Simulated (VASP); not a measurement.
# MgS in VASP: settings compared

Aim: see how the results for MgS move with the level of theory and the settings. Levels: PBE, r2SCAN. Tasks: single point.

All numbers are computed with VASP 6.6.1; they aren't measurements. Logs are shortened: lines on timing, memory, paths and dates and some standing lists are left out, and cuts for length are marked.

**1. The cell of the first run**

The structure is cubic, space group F-43m (No. 216). The conventional cell has a = 5.577 Å, b = 5.577 Å, c = 5.577 Å, α = 90.00°, β = 90.00°, γ = 90.00°. Within 3.2 Å of Mg (site symmetry -43m) lie 4 S at 2.41 Å. S (site symmetry -43m) has 4 Mg at 2.41 Å within 3.2 Å.

**2. Single point, PBE (strain -1.5%)**

Contents of INCAR:

```
PREC = Accurate ; ENCUT = 520
EDIFF = 1E-6 ; ISMEAR = -1
SIGMA = 0.02 ; LREAL = False
LASPH = True ; NELM = 80
ALGO = Normal ; ISIF = 2
LWAVE = False ; LCHARG = False
GGA = PE ; NBANDS = 11
```

Contents of KPOINTS:

```
regular mesh
0
Gamma
  8 8 8
```

Contents of POSCAR:

```
MgS
1.0
    0.0000000000      2.7884136878      2.7884136878
    2.7884136878      0.0000000000      2.7884136878
    2.7884136878      2.7884136878      0.0000000000
Mg S
1 1
Direct
    0.0000000000      0.0000000000      0.0000000000
    0.2500000000      0.2500000000      0.2500000000
```

Potentials or basis: VASP PAW PBE potentials, release 64 (Mg, S).

Run with:

```sh
> cat potpaw_PBE.64/Mg/POTCAR potpaw_PBE.64/S/POTCAR > POTCAR
> mpirun -np 1 vasp_std > vasp.out
```

OUTCAR:

```text
PREC = Accurate
   ENCUT = 520
   EDIFF = 1E-6
   ISMEAR = -1
   LREAL = False
   LASPH = True
   NELM = 80
   ISIF = 2
   GGA = PE

 ion  position               nearest neighbor table
   1  0.000  0.000  0.000-   2 2.41   2 2.41   2 2.41   2 2.41
   2  0.250  0.250  0.250-   1 2.41   1 2.41   1 2.41   1 2.41

  LATTYP: Found a face centered cubic cell.
 ALAT       =     5.5768273756

  Lattice vectors:

 A1 = (   0.0000000000,   2.7884136878,   2.7884136878)
 A2 = (   2.7884136878,   0.0000000000,   2.7884136878)
 A3 = (   2.7884136878,   2.7884136878,   0.0000000000)

Analysis of symmetry for initial positions (statically):
=====================================================================
 Subroutine PRICEL returns:
 Original cell was already a primitive cell.

 Routine SETGRP: Setting up the symmetry group for a
 face centered cubic supercell.

 Subroutine GETGRP returns: Found 24 space group operations
 (whereof 24 operations were pure point group operations)
 out of a pool of 48 trial point group operations.

The static configuration has the point symmetry T_d .

Analysis of symmetry for dynamics (positions and initial velocities):
=====================================================================
 Subroutine PRICEL returns:
 Original cell was already a primitive cell.

 Routine SETGRP: Setting up the symmetry group for a
 face centered cubic supercell.

 Subroutine GETGRP returns: Found 24 space group operations
 (whereof 24 operations were pure point group operations)
 out of a pool of 48 trial point group operations.

The dynamic configuration has the point symmetry T_d .

 Subroutine INISYM returns: Found 24 space group operations
 (whereof 24 operations are pure point group operations),
 and found     1 'primitive' translations

----------------------------------------------------------------------------------------

                                     Primitive cell

  volume of cell :      43.3612

  direct lattice vectors                    reciprocal lattice vectors
     0.000000000  2.788413688  2.788413688    -0.179313422  0.179313422  0.179313422
     2.788413688  0.000000000  2.788413688     0.179313422 -0.179313422  0.179313422
     2.788413688  2.788413688  0.000000000     0.179313422  0.179313422 -0.179313422

  length of vectors
     3.943412455  3.943412455  3.943412455     0.310579957  0.310579957  0.310579957

  position of ions in fractional coordinates (direct lattice)
     0.000000000  0.000000000  0.000000000
     0.250000000  0.250000000  0.250000000

  ion indices of the primitive-cell ions
   primitive index   ion index
                 1           1
                 2           2

----------------------------------------------------------------------------------------

 KPOINTS: regular mesh

Automatic generation of k-mesh.
 Grid dimensions read from file:
 generate k-points for:    8    8    8

 Generating k-lattice:

  Cartesian coordinates                     Fractional coordinates (reciprocal lattice)
    -0.022414178  0.022414178  0.022414178     0.125000000  0.000000000  0.000000000
     0.022414178 -0.022414178  0.022414178     0.000000000  0.125000000  0.000000000
     0.022414178  0.022414178 -0.022414178     0.000000000  0.000000000  0.125000000

  Length of vectors
     0.038822495  0.038822495  0.038822495

  Shift w.r.t. Gamma in fractional coordinates (k-lattice)
     0.000000000  0.000000000  0.000000000

 Subroutine IBZKPT returns following result:
 ===========================================

 Found     29 irreducible k-points:

 Following reciprocal coordinates:
            Coordinates               Weight
  0.000000  0.000000  0.000000      1.000000
  0.125000  0.000000  0.000000      8.000000
  0.250000  0.000000  0.000000      8.000000
  0.375000  0.000000  0.000000      8.000000
  0.500000  0.000000  0.000000      4.000000
  0.125000  0.125000  0.000000      6.000000
[... 16 lines left out ...]
  0.500000  0.250000  0.125000     48.000000
 -0.375000  0.250000  0.125000     24.000000
 [... further k-points ...]
   k-points           NKPTS =     29   k-points in BZ     NKDIM =     29   number of bands    NBANDS=     11
   number of dos      NEDOS =    301   number of ions     NIONS =      2
   total plane-waves  NPLWV =  27000
   dimension x,y,z NGX =    30 NGY =   30 NGZ =   30
   dimension x,y,z NGXF=    60 NGYF=   60 NGZF=   60
   ions per type =               1   1
   NGX,Y,Z   is equivalent  to a cutoff of  12.65, 12.65, 12.65 a.u.
   NGXF,Y,Z  is equivalent  to a cutoff of  25.29, 25.29, 25.29 a.u.
 SYSTEM =  unknown system
   PREC   = accura    normal or accurate (medium, high low for compatibility)
   ISTART =      0    job   : 0-new  1-cont  2-samecut
   ICHARG =      2    charge: 1-file 2-atom 10-const
   ISPIN  =      1    spin polarized calculation?
   LNONCOLLINEAR =      F non collinear calculations
   LSORBIT =      F    spin-orbit coupling
   LASPH  =      T    aspherical Exc in radial PAW
   ENCUT  =  520.0 eV  38.22 Ry    6.18 a.u.   7.33  7.33  7.33*2*pi/ulx,y,z
   NELM   =     80;   NELMIN=  2; NELMDL= -5     # of ELM steps
   EDIFF  = 0.1E-05   stopping-criterion for ELM
   LREAL  =      F    real-space projection
   EDIFFG = 0.1E-04   stopping-criterion for IOM
   NSW    =      0    number of steps for IOM
   IBRION =     -1    ionic relax: 0-MD 1-quasi-New 2-CG
   NFREE  =      0    steps in history (QN), initial steepest desc. (CG)
   ISIF   =      2    stress and relaxation
   ISYM   =      2    0-nonsym 1-usesym 2-fastsym
   POTIM  = 0.5000    time-step for ionic-motion
   TEBEG  =    0.0;   TEEND  =   0.0 temperature during run
   PSTRESS=    0.0 pullay stress
   NELECT =       8.0000    total number of electrons
   NUPDOWN=      -1.0000    fix difference up-down
   EMIN   =  10.00;   EMAX   =-10.00  energy-range for DOS
   EFERMI =   0.00;   METHOD = LEGACY
   ISMEAR =    -1;   SIGMA  =   0.02  broadening in eV -4-tet -1-fermi 0-gaus
   EFERMI_NEDOS =   21; number of points for ismear=-14 and -15
   IALGO  =     38    algorithm
   IMIX   =      4    mixing-type and parameters
     AMIX     =   0.40;   BMIX     =  1.00
     AMIX_MAG =   1.60;   BMIX_MAG =  1.00
  volume/ion in A,a.u.               =      21.68       146.31
  Fermi-wavevector in a.u.,A,eV,Ry     =   0.931975  1.761177 11.817714  0.868578
  Thomas-Fermi vector in A             =   2.058524
   LORBIT       =      0    0 simple, 1 ext, 2 COOP (PROOUT), +10 PAW based schemes
   GGA     = PE    functional components
   LHFCALC =     F    Hartree Fock is set to
   AEXX    =    0.0000 exact exchange contribution
   IVDW    =     0    specifies the selected vdW correction
   LEPSILON=     F    determine dielectric tensor
   LRPA    =     F    only Hartree local field effects (RPA)
 non-spin polarized calculation
  energy-cutoff  :      520.00
  volume of cell :       43.36
 maximum number of plane-waves:      1211
 NGX is ok and might be reduce to    30
   NGX = 15   NGY = 15   NGZ = 15

 number of electron       8.0000000 magnetization

 Free energy of the ion-electron system (eV)
  ---------------------------------------------------
  ext. energy  EPLUGINS =         0.00000000
  ---------------------------------------------------
  free energy    TOTEN  =        -8.44074408 eV

  energy without entropy =       -8.44074408  energy(sigma->0) =       -8.44074408

 E-fermi :   1.7661     XC(G=0):  -8.5658

 val. band max:        1.3528911071   @ k =   0.0000   0.0000   0.0000
 cond. band min:       5.0413225931   @ k =   0.0000   0.0000   0.0000
 fundamental gap:      3.6884314860
 Fermi energy:         1.7660579028

 k-point     1 :       0.0000    0.0000    0.0000
  band No.  band energies     occupation
      1     -10.0689      2.00000
      2       1.3529      2.00000
      3       1.3529      2.00000
      4       1.3529      2.00000
      5       5.0413      0.00000
      6       9.4191      0.00000
      7       9.4191      0.00000
      8       9.4191      0.00000
      9      12.2776      0.00000
     10      12.2776      0.00000
     11      15.4544      0.00000

 k-point     2 :       0.1250    0.0000    0.0000
  band No.  band energies     occupation
      1      -9.9736      2.00000
      2       0.6492      2.00000
      3       1.2973      2.00000
      4       1.2973      2.00000
      5       5.7100      0.00000
      6       9.2446      0.00000
      7       9.6042      0.00000
      8       9.6042      0.00000
      9      11.8125      0.00000
     10      11.8125      0.00000
     11      14.7075      0.00000

 k-point     3 :       0.2500    0.0000    0.0000
  band No.  band energies     occupation
      1      -9.7257      2.00000
      2      -0.5767      2.00000
      3       1.1720      2.00000
      4       1.1720      2.00000
      5       6.5449      0.00000
      6       9.3368      0.00000
      7       9.6223      0.00000
      8       9.6223      0.00000
      9      11.8911      0.00000
     10      11.8911      0.00000
     11      13.8369      0.00000

 k-point     4 :       0.3750    0.0000    0.0000
  band No.  band energies     occupation
      1      -9.4460      2.00000
      2      -1.5554      2.00000
      3       1.0574      2.00000
      4       1.0574      2.00000
      5       6.6765      0.00000
      6       9.2343      0.00000
      7       9.2343      0.00000
      8       9.9446      0.00000
      9      13.2444      0.00000
     10      13.2444      0.00000
     11      13.8905      0.00000

 k-point     5 :       0.5000    0.0000    0.0000
  band No.  band energies     occupation
      1      -9.3180      2.00000
      2      -1.9295      2.00000
      3       1.0127      2.00000
      4       1.0127      2.00000
      5       6.6329      0.00000
      6       9.0540      0.00000
      7       9.0540      0.00000
      8      10.1775      0.00000
      9      14.5969      0.00000
     10      14.6997      0.00000
     11      14.6997      0.00000
[... 211 lines left out ...]
 k-point    21 :       0.5000    0.5000    0.0000
  band No.  band energies     occupation
      1      -9.0748      2.00000
      2      -1.5862      2.00000
      3       0.2685      2.00000
      4       0.2685      2.00000
      5       5.1968      0.00000
      6       7.0610      0.00000
      7      12.9583      0.00000
      8      14.0228      0.00000
      9      14.0228      0.00000
     10      15.4481      0.00000
     11      15.4485      0.00000

 k-point    22 :       0.3750    0.2500    0.1250
  band No.  band energies     occupation
      1      -9.5331      2.00000
      2      -0.7880      2.00000
      3       0.4638      2.00000
      4       0.9584      2.00000
      5       7.2271      0.00000
      6       8.4666      0.00000
      7       9.0366      0.00000
      8      10.7387      0.00000
      9      11.2276      0.00000
     10      13.9393      0.00000
     11      16.0511      0.00000

 k-point    23 :       0.5000    0.2500    0.1250
  band No.  band energies     occupation
      1      -9.3001      2.00000
      2      -1.3233      2.00000
      3       0.0992      2.00000
      4       0.7728      2.00000
      5       7.4254      0.00000
      6       8.2845      0.00000
      7       9.4292      0.00000
      8      10.5576      0.00000
      9      12.4269      0.00000
     10      15.1731      0.00000
     11      15.6417      0.00000

 k-point    24 :      -0.3750    0.2500    0.1250
  band No.  band energies     occupation
      1      -9.1959      2.00000
      2      -1.5568      2.00000
      3      -0.0079      2.00000
      4       0.6728      2.00000
      5       7.4715      0.00000
      6       8.0051      0.00000
      7      10.3248      0.00000
      8      10.3434      0.00000
      9      12.9997      0.00000
     10      14.4396      0.00000
     11      15.8424      0.00000

 [... further k-points ...]
[... 5 lines left out ...]
  --------------------------------------------------------------------------------------
  -------------------------------------------------------------------------------------
  Total        1.0533909      1.0533909      1.0533909      0.0000000      0.0000000      0.0000000
  in kB       38.9223050     38.9223050     38.9223050      0.0000000      0.0000000      0.0000000
  external PRESSURE =      38.9223050 kB  Pullay stress =       0.0000000 kB

 VOLUME and BASIS-vectors are now :
 -----------------------------------------------------------------------------
  energy-cutoff  :      520.00
  volume of cell :       43.36
      direct lattice vectors                 reciprocal lattice vectors
     0.000000000  2.788413688  2.788413688    -0.179313422  0.179313422  0.179313422
     2.788413688  0.000000000  2.788413688     0.179313422 -0.179313422  0.179313422
     2.788413688  2.788413688  0.000000000     0.179313422  0.179313422 -0.179313422

 POSITION                                       TOTAL-FORCE (eV/Angst)
 -----------------------------------------------------------------------------------
      0.00000      0.00000      0.00000         0.000000      0.000000      0.000000
      1.39421      1.39421      1.39421        -0.000000     -0.000000     -0.000000
 -----------------------------------------------------------------------------------
    total drift:                               -0.000000     -0.000000     -0.000000

  FREE ENERGIE OF THE ION-ELECTRON SYSTEM (eV)
  ---------------------------------------------------
  free  energy   TOTEN  =        -8.4407440791 eV

  energy  without entropy=       -8.4407440791  energy(sigma->0) =       -8.44074408
```

Wall time 13 s (1 thread of Intel Xeon 6975P-C, shared host); peak memory 0.17 GiB.

Results:

```yaml
Free_energy: -8.4407 eV
Pressure: 3.9 GPa
Band_gap_on_the_k_mesh: 3.69 eV, direct
```

Caveat: the cell differs from its parent crystal (strain -1.5%). A k mesh can miss the band edges.

**3. Single point, PBE**

This run uses another cell than the first one, of 22.69 Å³/atom, 1.046 times its volume.

Contents of INCAR:

```
PREC = Accurate
ENCUT = 520
EDIFF = 1E-7
ISMEAR = -1
SIGMA = 0.02
LREAL = F
LASPH = T
NELM = 100
ALGO = Normal
ISIF = 2
LWAVE = F
LCHARG = T
GGA = PE
LELF = T
LVHAR = T
NBANDS = 11
```

KPOINTS is that of step 2.

Contents of POSCAR:

```
MgS
1.0
    0.0000000000      2.8308768404      2.8308768404
    2.8308768404      0.0000000000      2.8308768404
    2.8308768404      2.8308768404      0.0000000000
Mg S
1 1
Direct
    0.0000000000      0.0000000000      0.0000000000
    0.2500000000      0.2500000000      0.2500000000
```

Potentials or basis: VASP PAW PBE potentials, release 64 (Mg, S).

Run with:

```sh
> cat potpaw_PBE.64/Mg/POTCAR potpaw_PBE.64/S/POTCAR > POTCAR
> mpirun -np 1 vasp_std > vasp.out
```

OUTCAR:

```text
PREC = Accurate
   ENCUT = 520
   EDIFF = 1E-7
   ISMEAR = -1
   LREAL = F
   LASPH = T
   NELM = 100
   ISIF = 2
   GGA = PE

 ion  position               nearest neighbor table
   1  0.000  0.000  0.000-   2 2.45   2 2.45   2 2.45   2 2.45
   2  0.250  0.250  0.250-   1 2.45   1 2.45   1 2.45   1 2.45

  LATTYP: Found a face centered cubic cell.
 ALAT       =     5.6617536808

  Lattice vectors:

[... 510 lines left out ...]
      2      -1.7101      2.00000
      3      -0.2304      2.00000
      4       0.4179      2.00000
      5       7.1247      0.00000
      6       7.5581      0.00000
      7       9.8000      0.00000
      8       9.9297      0.00000
      9      12.4615      0.00000
     10      13.9038      0.00000
     11      15.2399      0.00000

 [... further k-points ...]
[... 5 lines left out ...]
  --------------------------------------------------------------------------------------
  -------------------------------------------------------------------------------------
  Total        0.2641505      0.2641505      0.2641505     -0.0000000     -0.0000000     -0.0000000
  in kB        9.3275842      9.3275842      9.3275842     -0.0000000     -0.0000000     -0.0000000
  external PRESSURE =       9.3275842 kB  Pullay stress =       0.0000000 kB

 VOLUME and BASIS-vectors are now :
 -----------------------------------------------------------------------------
  energy-cutoff  :      520.00
  volume of cell :       45.37
      direct lattice vectors                 reciprocal lattice vectors
     0.000000000  2.830876840  2.830876840    -0.176623721  0.176623721  0.176623721
     2.830876840  0.000000000  2.830876840     0.176623721 -0.176623721  0.176623721
     2.830876840  2.830876840  0.000000000     0.176623721  0.176623721 -0.176623721

 POSITION                                       TOTAL-FORCE (eV/Angst)
 -----------------------------------------------------------------------------------
      0.00000      0.00000      0.00000        -0.000000     -0.000000     -0.000000
      1.41544      1.41544      1.41544         0.000000      0.000000      0.000000
 -----------------------------------------------------------------------------------
    total drift:                                0.000000      0.000000      0.000000

  FREE ENERGIE OF THE ION-ELECTRON SYSTEM (eV)
  ---------------------------------------------------
  free  energy   TOTEN  =        -8.4706660260 eV

  energy  without entropy=       -8.4706660260  energy(sigma->0) =       -8.47066603
```

Wall time 15 s (1 thread of Intel Xeon 6975P-C, shared host); peak memory 0.17 GiB.

What came out:

```
Free energy            : -8.4707 eV
Pressure               : 0.9 GPa
Band gap on the k mesh : 3.46 eV, direct
```

A k mesh can miss the band edges. A hybrid or GW would open this gap; PBE tends to underestimate it.

(Part 1 of 2 ends here.)
